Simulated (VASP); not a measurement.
# TaN (P-6m2) in VASP: notebook

Runs on TaN. Level: PBEsol. Tasks: single point, relaxation of cell and atoms.

Everything below comes from runs of VASP 6.6.1. Logs are shortened: lines on timing, memory, paths and dates and some standing lists are left out, and cuts for length are marked.

## 1. The cell of the first run

The structure is hexagonal, space group P-6m2 (No. 187). The conventional cell has a = 2.924 Å, b = 2.924 Å, c = 2.872 Å, α = 90.00°, β = 90.00°, γ = 120.00°. Within 2.9 Å of Ta (site symmetry -6m2) lie 6 N at 2.22 Å and 2 Ta at 2.87 Å. Within 2.9 Å of N (site symmetry -6m2) lie 6 Ta at 2.22 Å and 2 N at 2.87 Å.

## 2. Single point, PBEsol

File INCAR:

```
PREC = Accurate
ENCUT = 520
EDIFF = 1E-7
ISMEAR = -1
SIGMA = 0.05
LREAL = False
LASPH = True
NELM = 100
ALGO = Normal
ISIF = 2
LWAVE = False
LCHARG = False
GGA = PS
NBANDS = 15
```

File KPOINTS:

```
Automatic mesh
0
Gamma
  9 9 8
```

File POSCAR:

```
TaN
1.0
    2.9236078039      0.0000000000      0.0000000000
   -1.4618039020      2.5319186289      0.0000000000
    0.0000000000      0.0000000000      2.8715596973
Ta N
1 1
Direct
    0.3333333333      0.6666666667      0.5000000000
    0.0000000000      0.0000000000      0.0000000000
```

Potentials or basis: VASP PAW PBE potentials, release 64 (Ta_pv, N).

Started as:

```bash
$ cat potpaw_PBE.64/Ta_pv/POTCAR potpaw_PBE.64/N/POTCAR > POTCAR
$ mpirun -np 1 vasp_std > vasp.out
```

OUTCAR:

```text
PREC = Accurate
   ENCUT = 520
   EDIFF = 1E-7
   ISMEAR = -1
   LREAL = False
   LASPH = True
   NELM = 100
   ISIF = 2
   GGA = PS

 ion  position               nearest neighbor table
   1  0.333  0.667  0.500-   2 2.22   2 2.22   2 2.22   2 2.22   2 2.22   2 2.22
   2  0.000  0.000  0.000-   1 2.22   1 2.22   1 2.22   1 2.22   1 2.22   1 2.22

  LATTYP: Found a hexagonal cell.
 ALAT       =     2.9236078039
 C/A-ratio  =     0.9821973021

  Lattice vectors:

 A1 = (   2.9236078039,   0.0000000000,   0.0000000000)
 A2 = (  -1.4618039020,   2.5319186289,   0.0000000000)
 A3 = (   0.0000000000,   0.0000000000,   2.8715596973)

Analysis of symmetry for initial positions (statically):
=====================================================================
 Subroutine PRICEL returns:
 Original cell was already a primitive cell.

 Routine SETGRP: Setting up the symmetry group for a
 hexagonal supercell.

 Subroutine GETGRP returns: Found 12 space group operations
 (whereof 12 operations were pure point group operations)
 out of a pool of 24 trial point group operations.

The static configuration has the point symmetry D_3h.

Analysis of symmetry for dynamics (positions and initial velocities):
=====================================================================
 Subroutine PRICEL returns:
 Original cell was already a primitive cell.

 Routine SETGRP: Setting up the symmetry group for a
 hexagonal supercell.

 Subroutine GETGRP returns: Found 12 space group operations
 (whereof 12 operations were pure point group operations)
 out of a pool of 24 trial point group operations.

The dynamic configuration has the point symmetry D_3h.

 Subroutine INISYM returns: Found 12 space group operations
 (whereof 12 operations are pure point group operations),
 and found     1 'primitive' translations

----------------------------------------------------------------------------------------

                                     Primitive cell

  volume of cell :      21.2563

  direct lattice vectors                    reciprocal lattice vectors
     2.923607804  0.000000000  0.000000000     0.342043142  0.197478700  0.000000000
    -1.461803902  2.531918629  0.000000000     0.000000000  0.394957401  0.000000000
     0.000000000  0.000000000  2.871559697     0.000000000  0.000000000  0.348242804

  length of vectors
     2.923607804  2.923607804  2.871559697     0.394957401  0.394957401  0.348242804

  position of ions in fractional coordinates (direct lattice)
     0.333333333  0.666666667  0.500000000
     0.000000000  0.000000000  0.000000000

  ion indices of the primitive-cell ions
   primitive index   ion index
                 1           1
                 2           2

----------------------------------------------------------------------------------------

 KPOINTS: Automatic mesh

Automatic generation of k-mesh.
 Grid dimensions read from file:
 generate k-points for:    9    9    8

 Generating k-lattice:

  Cartesian coordinates                     Fractional coordinates (reciprocal lattice)
     0.038004794  0.021942078  0.000000000     0.111111111  0.000000000  0.000000000
     0.000000000  0.043884156  0.000000000     0.000000000  0.111111111  0.000000000
     0.000000000  0.000000000  0.043530350     0.000000000  0.000000000  0.125000000

  Length of vectors
     0.043884156  0.043884156  0.043530350

  Shift w.r.t. Gamma in fractional coordinates (k-lattice)
     0.000000000  0.000000000  0.000000000

 Subroutine IBZKPT returns following result:
 ===========================================

 Found     60 irreducible k-points:

 Following reciprocal coordinates:
            Coordinates               Weight
  0.000000  0.000000  0.000000      1.000000
  0.111111  0.000000  0.000000      6.000000
  0.222222  0.000000  0.000000      6.000000
  0.333333  0.000000  0.000000      6.000000
  0.444444  0.000000  0.000000      6.000000
  0.111111  0.111111  0.000000      6.000000
[... 16 lines left out ...]
  0.333333  0.222222  0.125000     24.000000
  0.333333  0.333333  0.125000      4.000000
 [... further k-points ...]
   k-points           NKPTS =     60   k-points in BZ     NKDIM =     60   number of bands    NBANDS=     15
   number of dos      NEDOS =    301   number of ions     NIONS =      2
   total plane-waves  NPLWV =  13824
   dimension x,y,z NGX =    24 NGY =   24 NGZ =   24
   dimension x,y,z NGXF=    48 NGYF=   48 NGZF=   48
   ions per type =               1   1
   NGX,Y,Z   is equivalent  to a cutoff of  13.65, 13.65, 13.89 a.u.
   NGXF,Y,Z  is equivalent  to a cutoff of  27.29, 27.29, 27.79 a.u.
 SYSTEM =  unknown system
   PREC   = accura    normal or accurate (medium, high low for compatibility)
   ISTART =      0    job   : 0-new  1-cont  2-samecut
   ICHARG =      2    charge: 1-file 2-atom 10-const
   ISPIN  =      1    spin polarized calculation?
   LNONCOLLINEAR =      F non collinear calculations
   LSORBIT =      F    spin-orbit coupling
   LASPH  =      T    aspherical Exc in radial PAW
   ENCUT  =  520.0 eV  38.22 Ry    6.18 a.u.   5.44  5.44  5.34*2*pi/ulx,y,z
   NELM   =    100;   NELMIN=  2; NELMDL= -5     # of ELM steps
   EDIFF  = 0.1E-06   stopping-criterion for ELM
   LREAL  =      F    real-space projection
   EDIFFG = 0.1E-05   stopping-criterion for IOM
   NSW    =      0    number of steps for IOM
   IBRION =     -1    ionic relax: 0-MD 1-quasi-New 2-CG
   NFREE  =      0    steps in history (QN), initial steepest desc. (CG)
   ISIF   =      2    stress and relaxation
   ISYM   =      2    0-nonsym 1-usesym 2-fastsym
   POTIM  = 0.5000    time-step for ionic-motion
   TEBEG  =    0.0;   TEEND  =   0.0 temperature during run
   PSTRESS=    0.0 pullay stress
   NELECT =      16.0000    total number of electrons
   NUPDOWN=      -1.0000    fix difference up-down
   EMIN   =  10.00;   EMAX   =-10.00  energy-range for DOS
   EFERMI =   0.00;   METHOD = LEGACY
   ISMEAR =    -1;   SIGMA  =   0.05  broadening in eV -4-tet -1-fermi 0-gaus
   EFERMI_NEDOS =   21; number of points for ismear=-14 and -15
   IALGO  =     38    algorithm
   IMIX   =      4    mixing-type and parameters
     AMIX     =   0.40;   BMIX     =  1.00
     AMIX_MAG =   1.60;   BMIX_MAG =  1.00
  volume/ion in A,a.u.               =      10.63        71.72
  Fermi-wavevector in a.u.,A,eV,Ry     =   1.489198  2.814177 30.173806  2.217712
  Thomas-Fermi vector in A             =   2.602137
   LORBIT       =      0    0 simple, 1 ext, 2 COOP (PROOUT), +10 PAW based schemes
   GGA     = PS    functional components
   LHFCALC =     F    Hartree Fock is set to
   AEXX    =    0.0000 exact exchange contribution
   IVDW    =     0    specifies the selected vdW correction
   LEPSILON=     F    determine dielectric tensor
   LRPA    =     F    only Hartree local field effects (RPA)
 non-spin polarized calculation
  energy-cutoff  :      520.00
  volume of cell :       21.26
 maximum number of plane-waves:       599
 NGX is ok and might be reduce to    24
   NGX = 11   NGY = 11   NGZ = 11

 number of electron      16.0000000 magnetization

 Free energy of the ion-electron system (eV)
  ---------------------------------------------------
  ext. energy  EPLUGINS =         0.00000000
  ---------------------------------------------------
  free energy    TOTEN  =       -23.80646506 eV

  energy without entropy =      -23.80581819  energy(sigma->0) =      -23.80614163

 E-fermi :   8.3107     XC(G=0): -13.5809

 val. band max:        8.2792296908   @ k =   0.0000   0.0000   0.3750
 cond. band min:       8.3826639136   @ k =   0.3333   0.3333   0.0000
 fundamental gap:      0.1034342227
 Fermi energy:         8.3107364608

 k-point     1 :       0.0000    0.0000    0.0000
  band No.  band energies     occupation
      1     -26.5033      2.00000
      2     -26.2276      2.00000
      3     -26.2276      2.00000
      4      -9.6043      2.00000
      5       3.6199      2.00000
      6       3.6199      2.00000
      7       3.9442      2.00000
      8       5.3061      2.00000
      9      10.5636      0.00000
     10      11.8935      0.00000
     11      11.8935      0.00000
     12      12.2946      0.00000
     13      12.2946      0.00000
     14      21.3340      0.00000
     15      21.7376      0.00000

 k-point     2 :       0.1111    0.0000    0.0000
  band No.  band energies     occupation
      1     -26.4856      2.00000
      2     -26.3664      2.00000
      3     -26.2571      2.00000
      4      -9.3429      2.00000
      5       2.9051      2.00000
      6       3.8156      2.00000
      7       4.2937      2.00000
      8       4.9426      2.00000
      9      11.2821      0.00000
     10      11.5444      0.00000
     11      11.9383      0.00000
     12      12.1621      0.00000
     13      12.6232      0.00000
     14      21.3083      0.00000
     15      21.7181      0.00000

 k-point     3 :       0.2222    0.0000    0.0000
  band No.  band energies     occupation
      1     -26.7039      2.00000
      2     -26.4405      2.00000
      3     -26.3311      2.00000
      4      -8.6695      2.00000
      5       1.6270      2.00000
      6       4.1651      2.00000
      7       4.2861      2.00000
      8       4.9480      2.00000
      9      10.5057      0.00000
     10      11.8437      0.00000
     11      12.1957      0.00000
     12      13.1947      0.00000
     13      13.2434      0.00000
     14      21.3679      0.00000
     15      21.7098      0.00000
[... 343 lines left out ...]
 k-point    23 :       0.3333    0.2222    0.1250
  band No.  band energies     occupation
      1     -27.1377      2.00000
      2     -26.7251      2.00000
      3     -26.4689      2.00000
      4      -7.0564      2.00000
      5       0.6440      2.00000
      6       2.4154      2.00000
      7       3.0833      2.00000
      8       7.1143      2.00000
      9      10.0053      0.00000
     10      11.1648      0.00000
     11      12.3425      0.00000
     12      15.0085      0.00000
     13      19.2997      0.00000
     14      20.7170      0.00000
     15      21.6889      0.00000

 k-point    24 :       0.3333    0.3333    0.1250
  band No.  band energies     occupation
      1     -27.0247      2.00000
      2     -26.9189      2.00000
      3     -26.4587      2.00000
      4      -6.9169      2.00000
      5       1.0809      2.00000
      6       1.9786      2.00000
      7       2.6886      2.00000
      8       7.8113      1.99991
      9      10.1844      0.00000
     10      10.6942      0.00000
     11      11.3988      0.00000
     12      15.5055      0.00000
     13      20.0996      0.00000
     14      21.6892      0.00000
     15      22.2310      0.00000

 [... further k-points ...]

------------------------ aborting loop because EDIFF is reached ----------------------------------------

  FORCE on cell =-STRESS in cart. coord.  units (eV):
  Direction    XX          YY          ZZ          XY          YZ          ZX
  --------------------------------------------------------------------------------------
  -------------------------------------------------------------------------------------
  Total        0.0985580      0.0985580      0.1290954     -0.0000000     -0.0000000      0.0000000
  in kB        7.4287537      7.4287537      9.7304887     -0.0000000     -0.0000000      0.0000000
  external PRESSURE =       8.1959987 kB  Pullay stress =       0.0000000 kB

 VOLUME and BASIS-vectors are now :
 -----------------------------------------------------------------------------
  energy-cutoff  :      520.00
  volume of cell :       21.26
      direct lattice vectors                 reciprocal lattice vectors
     2.923607804  0.000000000  0.000000000     0.342043142  0.197478700  0.000000000
    -1.461803902  2.531918629  0.000000000     0.000000000  0.394957401  0.000000000
     0.000000000  0.000000000  2.871559697     0.000000000  0.000000000  0.348242804

 POSITION                                       TOTAL-FORCE (eV/Angst)
 -----------------------------------------------------------------------------------
     -0.00000      1.68795      1.43578        -0.000000      0.000000      0.000000
      0.00000      0.00000      0.00000         0.000000     -0.000000      0.000000
 -----------------------------------------------------------------------------------
    total drift:                                0.000000     -0.000000     -0.000000

  FREE ENERGIE OF THE ION-ELECTRON SYSTEM (eV)
  ---------------------------------------------------
  free  energy   TOTEN  =       -23.8064650649 eV

  energy  without entropy=      -23.8058181863  energy(sigma->0) =      -23.80614163
```

Wall time 12 s (1 thread of Intel Xeon Platinum 8375C at 2.90GHz (Ice Lake), shared host); peak memory 0.15 GiB.

Results:

```yaml
Free_energy: -23.8065 eV
Pressure: 0.8 GPa
Band_gap_on_the_k_mesh: zero (band 8 reaches 8.38 eV, above the bottom of band 9 at 8.13 eV)
```

Stress tensor (GPa, compression positive):
```
0.74 0.00 0.00
0.00 0.74 0.00
0.00 0.00 0.97
```

Levels at points of the mesh, in eV from the Fermi level:
| k point | band 4 | band 5 | band 6 | band 7 | band 8 | band 9 | band 10 | band 11 | band 12 | band 13 |
| --- | --- | --- | --- | --- | --- | --- | --- | --- | --- | --- |
| (0.00, 0.00, 0.00) | -17.92 | -4.69 | -4.69 | -4.37 | -3.00 | 2.25 | 3.58 | 3.58 | 3.98 | 3.98 |
| (0.00, 0.00, 0.50) | -15.15 | -9.54 | -3.86 | -3.86 | -0.18 | -0.18 | 2.39 | 3.27 | 3.27 | 8.19 |

Caveat: the PAW data sets were made with another functional, which shifts forces and pressure a little; spin-orbit coupling is left out, which moves the levels of the heavy elements.

(Continued in part 2 of 2.)
